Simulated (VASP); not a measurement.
LiBr:

```
CELL_PARAMETERS angstrom
0.00000 2.73955 2.73955
2.73955 0.00000 2.73955
2.73955 2.73955 0.00000
ATOMIC_POSITIONS crystal
Li 0.00000 0.00000 0.00000
Br 0.50000 0.50000 0.50000
```

Base run:

* Program: VASP 6.6.1
* Functional: PBE
* Potentials or basis: VASP PAW PBE potentials, release 64 (Li_sv, Br)
* Cutoff: 750 eV
* k mesh: 6 × 6 × 6
* Occupations: gaussian, width 0.01 eV
* Spin: no spin polarisation

Its results: band gap on the k mesh 4.99 eV; pressure 0.4 GPa.

After a change of settings the same cell gave: band gap on the k mesh 5.93 eV; pressure -0.4 GPa. Which change was it?
A. functional from PBE to r2SCAN; cutoff from 750 eV to 830 eV
B. k mesh from 6 × 6 × 6 to 8 × 8 × 8
C. functional from PBE to PBE0; cutoff from 750 eV to 650 eV
D. functional from PBE to HSE06; cutoff from 750 eV to 650 eV

A.

Caveats: the PAW data sets were made with another functional, which shifts forces and pressure a little (at least some runs).
